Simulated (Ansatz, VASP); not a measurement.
## One calculation of Lu, two programs

```xyz
1
Lattice="-1.9487 1.9487 1.9487 1.9487 -1.9487 1.9487 1.9487 1.9487 -1.9487" Properties=species:S:1:pos:R:3 pbc="T T T"
Lu    0.0000    0.0000    0.0000
```

Alike in both runs: functional PBE; k mesh 15 × 15 × 15; occupations fermi-dirac, width 0.05 eV; no spin polarisation.

Ansatz relaxed the structure, and its values are those at the end. VASP's run is a single point on that final structure, the one shown.

|  | VASP | Ansatz |
| --- | --- | --- |
| version | VASP 6.6.1 | Ansatz 0.2.0 |
| potentials or method | VASP PAW PBE potentials, release 64 (Lu) | PAW with Ansatz's default frozen-core files, scalar-relativistic |
| plane-wave cutoff (eV) | 520 | 420 |
| valence electrons in the cell | 25 | 25 |

```csv
,VASP,Ansatz,Ansatz less VASP
pressure (GPa),0.1,0.0,-0.13
```

Neither program's run includes spin-orbit coupling.
